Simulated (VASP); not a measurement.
# Ga7Sb7H4 in VASP: single point with PBE

Aim: the single point of Ga7Sb7H4 with PBE.

All numbers are computed with VASP 6.6.1; they aren't measurements. Logs are shortened: lines on timing, memory, paths and dates and some standing lists are left out, and cuts for length are marked.

### 1 The cell of the first run

The cell holds a wire or tube with vacuum around it, 18 atoms: a = 25.000 Å, b = 10.000 Å, c = 7.579 Å, α = 90.00°, β = 90.00°, γ = 90.00°.

### 2 Single point, PBE

INCAR reads:

```
SYSTEM = Ga7Sb7H4
PREC = Accurate
ENCUT = 520
EDIFF = 1E-6
ISMEAR = 0
SIGMA = 0.05
LREAL = Auto
LASPH = .TRUE.
NELM = 60
ALGO = Normal
ISIF = 2
LWAVE = .FALSE.
LCHARG = .TRUE.
GGA = PE
LELF = .TRUE.
LVHAR = .TRUE.
NBANDS = 80
```

KPOINTS reads:

```
Automatic mesh
0
G
  1 1 5
  0 0 0
```

POSCAR reads:

```
Ga7Sb7H4
1.0
   25.0000000000      0.0000000000      0.0000000000
    0.0000000000     10.0000000000      0.0000000000
    0.0000000000      0.0000000000      7.5789833803
Ga Sb H
7 7 4
Direct
    0.7625436857      0.4651641641      0.3333333333
    0.5875145619      0.4651641641      0.3333333333
    0.6750291238      0.4651641641      0.8333333333
    0.4124854381      0.4651641641      0.3333333333
    0.5000000000      0.4651641641      0.8333333333
    0.2374563143      0.4651641641      0.3333333333
    0.3249708762      0.4651641641      0.8333333333
    0.6750291238      0.5348358359      0.1666666667
    0.7625436857      0.5348358359      0.6666666667
    0.5000000000      0.5348358359      0.1666666667
    0.5875145619      0.5348358359      0.6666666667
    0.3249708762      0.5348358359      0.1666666667
    0.4124854381      0.5348358359      0.6666666667
    0.2374563143      0.5348358359      0.6666666667
    0.8149728401      0.5069038102      0.2334848942
    0.1850271599      0.5069038102      0.2334848942
    0.8196480513      0.4893741832      0.7754187882
    0.1803519487      0.4893741832      0.7754187882
```

Potentials or basis: VASP PAW PBE potentials, release 64 (Ga_d, Sb, H).

Command:

```
> cat potpaw_PBE.64/Ga_d/POTCAR potpaw_PBE.64/Sb/POTCAR potpaw_PBE.64/H/POTCAR > POTCAR
> mpirun -np 1 vasp_std > vasp.out
```

OUTCAR:

```text
SYSTEM = Ga7Sb7H4
   PREC = Accurate
   ENCUT = 520
   EDIFF = 1E-6
   ISMEAR = 0
   LREAL = Auto
   LASPH = .TRUE.
   NELM = 60
   ISIF = 2
   GGA = PE

 ion  position               nearest neighbor table
   1  0.763  0.465  0.333-  15 1.57   8 2.62   9 2.62
   2  0.588  0.465  0.333-   8 2.62  10 2.62  11 2.62
   3  0.675  0.465  0.833-   9 2.62  11 2.62   8 2.62
   4  0.412  0.465  0.333-  10 2.62  12 2.62  13 2.62
   5  0.500  0.465  0.833-  11 2.62  13 2.62  10 2.62
   6  0.237  0.465  0.333-  16 1.57  12 2.62  14 2.62
   7  0.325  0.465  0.833-  13 2.62  14 2.62  12 2.62
   8  0.675  0.535  0.167-   1 2.62   2 2.62   3 2.62
   9  0.763  0.535  0.667-  17 1.71   3 2.62   1 2.62
  10  0.500  0.535  0.167-   2 2.62   4 2.62   5 2.62
  11  0.588  0.535  0.667-   3 2.62   5 2.62   2 2.62
  12  0.325  0.535  0.167-   4 2.62   6 2.62   7 2.62
  13  0.412  0.535  0.667-   5 2.62   7 2.62   4 2.62
  14  0.237  0.535  0.667-  18 1.71   7 2.62   6 2.62
  15  0.815  0.507  0.233-   1 1.57
  16  0.185  0.507  0.233-   6 1.57
  17  0.820  0.489  0.775-   9 1.71
  18  0.180  0.489  0.775-  14 1.71

  LATTYP: Found a simple orthorhombic cell.
 ALAT       =     7.5789833803
 B/A-ratio  =     1.3194381750
 C/A-ratio  =     3.2985954376

  Lattice vectors:

 A1 = (   0.0000000000,   0.0000000000,  -7.5789833803)
 A2 = (   0.0000000000,  10.0000000000,   0.0000000000)
 A3 = (  25.0000000000,   0.0000000000,   0.0000000000)

Analysis of symmetry for initial positions (statically):
=====================================================================
 Subroutine PRICEL returns:
 Original cell was already a primitive cell.

 Routine SETGRP: Setting up the symmetry group for a
 simple orthorhombic supercell.

 Subroutine GETGRP returns: Found  2 space group operations
 (whereof  2 operations were pure point group operations)
 out of a pool of  8 trial point group operations.

The static configuration has the point symmetry C_1h.

Analysis of symmetry for dynamics (positions and initial velocities):
=====================================================================
 Subroutine PRICEL returns:
 Original cell was already a primitive cell.

 Routine SETGRP: Setting up the symmetry group for a
 simple orthorhombic supercell.

 Subroutine GETGRP returns: Found  2 space group operations
 (whereof  2 operations were pure point group operations)
 out of a pool of  8 trial point group operations.

The dynamic configuration has the point symmetry C_1h.

 Subroutine INISYM returns: Found  2 space group operations
 (whereof  2 operations are pure point group operations),
 and found     1 'primitive' translations

----------------------------------------------------------------------------------------

                                     Primitive cell

  volume of cell :    1894.7458

  direct lattice vectors                    reciprocal lattice vectors
    25.000000000  0.000000000  0.000000000     0.040000000  0.000000000  0.000000000
     0.000000000 10.000000000  0.000000000     0.000000000  0.100000000  0.000000000
     0.000000000  0.000000000  7.578983380     0.000000000  0.000000000  0.131943818

  length of vectors
    25.000000000 10.000000000  7.578983380     0.040000000  0.100000000  0.131943818

  position of ions in fractional coordinates (direct lattice)
     0.762543686  0.465164164  0.333333333
     0.587514562  0.465164164  0.333333333
     0.675029124  0.465164164  0.833333333
     0.412485438  0.465164164  0.333333333
     0.500000000  0.465164164  0.833333333
     0.237456314  0.465164164  0.333333333
[... 10 lines left out ...]
     0.819648051  0.489374183  0.775418788
     0.180351949  0.489374183  0.775418788

  ion indices of the primitive-cell ions
   primitive index   ion index
                 1           1
                 2           2
                 3           3
                 4           4
                 5           5
                 6           6
[... 10 lines left out ...]
                17          17
                18          18

----------------------------------------------------------------------------------------

 KPOINTS: Automatic mesh

Automatic generation of k-mesh.
 Grid dimensions read from file:
 generate k-points for:    1    1    5

 Generating k-lattice:

  Cartesian coordinates                     Fractional coordinates (reciprocal lattice)
     0.040000000  0.000000000  0.000000000     1.000000000  0.000000000  0.000000000
     0.000000000  0.100000000  0.000000000     0.000000000  1.000000000  0.000000000
     0.000000000  0.000000000  0.026388764     0.000000000  0.000000000  0.200000000

  Length of vectors
     0.040000000  0.100000000  0.026388764

  Shift w.r.t. Gamma in fractional coordinates (k-lattice)
     0.000000000  0.000000000  0.000000000

 Subroutine IBZKPT returns following result:
 ===========================================

 Found      3 irreducible k-points:

 Following reciprocal coordinates:
            Coordinates               Weight
  0.000000  0.000000  0.000000      1.000000
  0.000000  0.000000  0.200000      2.000000
  0.000000  0.000000  0.400000      2.000000
   k-points           NKPTS =      3   k-points in BZ     NKDIM =      3   number of bands    NBANDS=     80
   number of dos      NEDOS =    301   number of ions     NIONS =     18
   total plane-waves  NPLWV = 860160
   dimension x,y,z NGX =   192 NGY =   80 NGZ =   56
   dimension x,y,z NGXF=   384 NGYF=  160 NGZF=  112
   ions per type =               7   7   4
   NGX,Y,Z   is equivalent  to a cutoff of  12.77, 13.30, 12.28 a.u.
   NGXF,Y,Z  is equivalent  to a cutoff of  25.54, 26.60, 24.57 a.u.
 SYSTEM =  Ga7Sb7H4
   PREC   = accura    normal or accurate (medium, high low for compatibility)
   ISTART =      0    job   : 0-new  1-cont  2-samecut
   ICHARG =      2    charge: 1-file 2-atom 10-const
   ISPIN  =      1    spin polarized calculation?
   LNONCOLLINEAR =      F non collinear calculations
   LSORBIT =      F    spin-orbit coupling
   LASPH  =      T    aspherical Exc in radial PAW
   ENCUT  =  520.0 eV  38.22 Ry    6.18 a.u.  46.48 18.59 14.09*2*pi/ulx,y,z
   NELM   =     60;   NELMIN=  2; NELMDL= -5     # of ELM steps
   EDIFF  = 0.1E-05   stopping-criterion for ELM
   LREAL  =      T    real-space projection
   EDIFFG = 0.1E-04   stopping-criterion for IOM
   NSW    =      0    number of steps for IOM
   IBRION =     -1    ionic relax: 0-MD 1-quasi-New 2-CG
   NFREE  =      0    steps in history (QN), initial steepest desc. (CG)
   ISIF   =      2    stress and relaxation
   ISYM   =      2    0-nonsym 1-usesym 2-fastsym
   POTIM  = 0.5000    time-step for ionic-motion
   TEBEG  =    0.0;   TEEND  =   0.0 temperature during run
   PSTRESS=    0.0 pullay stress
   NELECT =     130.0000    total number of electrons
   NUPDOWN=      -1.0000    fix difference up-down
   EMIN   =  10.00;   EMAX   =-10.00  energy-range for DOS
   EFERMI =   0.00;   METHOD = LEGACY
   ISMEAR =     0;   SIGMA  =   0.05  broadening in eV -4-tet -1-fermi 0-gaus
   EFERMI_NEDOS =   21; number of points for ismear=-14 and -15
   IALGO  =     38    algorithm
   IMIX   =      4    mixing-type and parameters
     AMIX     =   0.40;   BMIX     =  1.00
     AMIX_MAG =   1.60;   BMIX_MAG =  1.00
  volume/ion in A,a.u.               =     105.26       710.35
  Fermi-wavevector in a.u.,A,eV,Ry     =   0.670202  1.266498  6.111336  0.449171
  Thomas-Fermi vector in A             =   1.745648
   LORBIT       =      0    0 simple, 1 ext, 2 COOP (PROOUT), +10 PAW based schemes
   GGA     = PE    functional components
   LHFCALC =     F    Hartree Fock is set to
   AEXX    =    0.0000 exact exchange contribution
   IVDW    =     0    specifies the selected vdW correction
   LEPSILON=     F    determine dielectric tensor
   LRPA    =     F    only Hartree local field effects (RPA)
 non-spin polarized calculation
 Gauss-broadening in eV      SIGMA  =   0.05
  energy-cutoff  :      520.00
  volume of cell :     1894.75
 maximum number of plane-waves:     51070
 NGX is ok and might be reduce to   192
   NGX = 93   NGY = 37   NGZ = 29

 number of electron     129.9999972 magnetization

 Free energy of the ion-electron system (eV)
  ---------------------------------------------------
  ext. energy  EPLUGINS =         0.00000000
  ---------------------------------------------------
  free energy    TOTEN  =       -57.58773074 eV

  energy without entropy =      -57.58773074  energy(sigma->0) =      -57.58773074

 E-fermi :  -2.7539     XC(G=0):  -3.0376

 val. band max:       -3.0196299322   @ k =   0.0000   0.0000   0.0000
 cond. band min:      -1.6225651269   @ k =   0.0000   0.0000   0.0000
 fundamental gap:      1.3970648052
 Fermi energy:        -2.7538686580

 k-point     1 :       0.0000    0.0000    0.0000
  band No.  band energies     occupation
      1     -17.5613      2.00000
      2     -17.5552      2.00000
      3     -17.5514      2.00000
      4     -17.5308      2.00000
      5     -17.5290      2.00000
      6     -17.5241      2.00000
[... 69 lines left out ...]
     76       0.5597      0.00000
     77       0.7758      0.00000

 k-point     2 :       0.0000    0.0000    0.2000
  band No.  band energies     occupation
      1     -17.5608      2.00000
      2     -17.5550      2.00000
      3     -17.5516      2.00000
      4     -17.5311      2.00000
      5     -17.5292      2.00000
      6     -17.5241      2.00000
[... 69 lines left out ...]
     76       0.0579      0.00000
     77       0.4150      0.00000

 k-point     3 :       0.0000    0.0000    0.4000
  band No.  band energies     occupation
      1     -17.5601      2.00000
      2     -17.5547      2.00000
      3     -17.5518      2.00000
      4     -17.5317      2.00000
      5     -17.5296      2.00000
      6     -17.5240      2.00000
[... 69 lines left out ...]
     76       0.0465      0.00000
     77       0.1531      0.00000
 [bands above 77 left out]

------------------------ aborting loop because EDIFF is reached ----------------------------------------

  FORCE on cell =-STRESS in cart. coord.  units (eV):
  Direction    XX          YY          ZZ          XY          YZ          ZX
  --------------------------------------------------------------------------------------
  -------------------------------------------------------------------------------------
  Total       -1.0018977      0.2191765     -0.9697542      0.0000000     -0.2981529      0.0000000
  in kB       -0.8471942      0.1853334     -0.8200141      0.0000000     -0.2521150      0.0000000
  external PRESSURE =      -0.4939583 kB  Pullay stress =       0.0000000 kB

 VOLUME and BASIS-vectors are now :
 -----------------------------------------------------------------------------
  energy-cutoff  :      520.00
  volume of cell :     1894.75
      direct lattice vectors                 reciprocal lattice vectors
    25.000000000  0.000000000  0.000000000     0.040000000  0.000000000  0.000000000
     0.000000000 10.000000000  0.000000000     0.000000000  0.100000000  0.000000000
     0.000000000  0.000000000  7.578983380     0.000000000  0.000000000  0.131943818

 POSITION                                       TOTAL-FORCE (eV/Angst)
 -----------------------------------------------------------------------------------
     19.06359      4.65164      2.52633        -0.070858      0.369802      0.165343
     14.68786      4.65164      2.52633         0.037303      0.007953     -0.069054
     16.87573      4.65164      6.31582         0.129816     -0.097584      0.072859
     10.31214      4.65164      2.52633        -0.037303      0.007953     -0.069054
     12.50000      4.65164      6.31582         0.000000     -0.038151      0.067609
      5.93641      4.65164      2.52633         0.070858      0.369802      0.165343
[... 10 lines left out ...]
     20.49120      4.89374      5.87689         0.074205     -0.352203      0.063286
      4.50880      4.89374      5.87689        -0.074205     -0.352203      0.063286
 -----------------------------------------------------------------------------------
    total drift:                                0.000000      0.012282     -0.008995

  FREE ENERGIE OF THE ION-ELECTRON SYSTEM (eV)
  ---------------------------------------------------
  free  energy   TOTEN  =       -57.5877307400 eV

  energy  without entropy=      -57.5877307400  energy(sigma->0) =      -57.58773074
```

Wall time 14 min (1 thread of AMD EPYC 9R45 (Zen 5), shared host); peak memory 1.6 GiB.

What came out:

```
Free energy            : -57.5877 eV
Largest force          : 0.659 eV/Å
Band gap on the k mesh : 1.40 eV
```

Forces on the atoms (eV/Å):
```
Ga  -0.071  0.370  0.165
Ga   0.037  0.008 -0.069
Ga   0.130 -0.098  0.073
Ga  -0.037  0.008 -0.069
Ga   0.000 -0.038  0.068
Ga   0.071  0.370  0.165
Ga  -0.130 -0.098  0.073
Sb   0.013 -0.075  0.205
Sb  -0.383  0.384 -0.374
Sb   0.000  0.008  0.042
Sb   0.043  0.047 -0.027
Sb  -0.013 -0.075  0.205
Sb  -0.043  0.047 -0.027
Sb   0.383  0.384 -0.374
H    0.142 -0.269 -0.091
H   -0.142 -0.269 -0.091
H    0.074 -0.352  0.063
H   -0.074 -0.352  0.063
```

Caveat: spin-orbit coupling is left out, which moves the levels of the heavy elements.
